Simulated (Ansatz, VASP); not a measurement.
This is a calculation of SiC for VASP 6.6.1.

The input INCAR:

```
SYSTEM = SiC
PREC     = Accurate       ! precision mode
ENCUT    = 600            ! plane-wave cutoff, eV
EDIFF    = 1E-6           ! SCF threshold, eV
ISMEAR   = -1             ! smearing method
SIGMA    = 0.05           ! smearing width, eV
LREAL    = .FALSE.        ! projectors in reciprocal space
LASPH    = .TRUE.         ! aspherical terms in the spheres
NELM     = 80             ! most SCF steps
ALGO     = Normal         ! electronic algorithm
ISIF     = 3              ! what is computed and relaxed
LWAVE    = .FALSE.        ! write WAVECAR
LCHARG   = .FALSE.        ! write CHGCAR
GGA      = RP             ! functional
IVDW     = 12             ! dispersion correction
IBRION   = 2              ! ionic algorithm
NSW      = 60             ! ionic steps
EDIFFG   = -0.01          ! ionic threshold
```

KPOINTS

```
Automatic mesh
0
G
  10 10 5
  0 0 0
```

POSCAR

```
SiC
1.0
    3.0760000000      0.0000000000      0.0000000000
   -1.5380000000      2.6638941420      0.0000000000
    0.0000000000      0.0000000000      5.0480000000
Si C
2 2
Direct
    0.6666666667      0.3333333333      0.5000000000
    0.3333333333      0.6666666667      0.0000000000
    0.6666666667      0.3333333333      0.8850000000
    0.3333333333      0.6666666667      0.3850000000
```

Potentials or basis: VASP PAW PBE potentials, release 64 (Si, C).

Command:

```bash
$ cat potpaw_PBE.64/Si/POTCAR potpaw_PBE.64/C/POTCAR > POTCAR
$ mpirun -np 1 vasp_std > vasp.out
```

Q: Translate it to Ansatz 0.2.0. Potentials there: Ansatz PAW.

A: As run (the cutoff follows the program's own potentials):

The input input.yaml:

```yaml
crystal:
  lattice:
    - [3.076, 0.0, 0.0]
    - [-1.538, 2.663894142, 0.0]
    - [0.0, 0.0, 5.048]
  atoms:
    - { symbol: Si, position: [0.6666666667, 0.3333333333, 0.5] }
    - { symbol: Si, position: [0.3333333333, 0.6666666667, 0.0] }
    - { symbol: C, position: [0.6666666667, 0.3333333333, 0.885] }
    - { symbol: C, position: [0.3333333333, 0.6666666667, 0.385] }
hamiltonian:
  xc: rpbe
  pseudopotentials: { kind: paw }
  dispersion: d3bj
kpoints:
  mp_grid: { grid: [10, 10, 5] }
scf:
  occupations: { method: fermi_dirac, width: 0.05 }
output:
  forces: true
  stress: true
relax:
  f_tol: 0.01
  max_steps: 40
  cell: { stress_tol: 0.05 }
```

Potentials or basis: Ansatz PAW.

The run is started by

```sh
$ ansatz run input.yaml --threads 2 --pin off --max-ram 5632MiB --backend cpu --events-out ev --progress --plain --runs-dir out
```

Both were run:

|  | VASP | Ansatz | Ansatz less VASP |
| --- | --- | --- | --- |
| relaxed volume (Å³/atom) | 9.59 | 9.63 | +0.037 |
| relaxed cell length with the largest relative difference (Å) | 4.918 | 4.924 | +0.0068 |

VASP's potentials were made for PBE, not for RPBE.

Noted on Ansatz's run: odd divisions of the mesh miss points on the zone boundary, where band edges often lie, so the gap on the mesh can be too wide; the plane-wave basis is chosen anew once the cell has moved, so the energies of steps on either side of that aren't comparable.
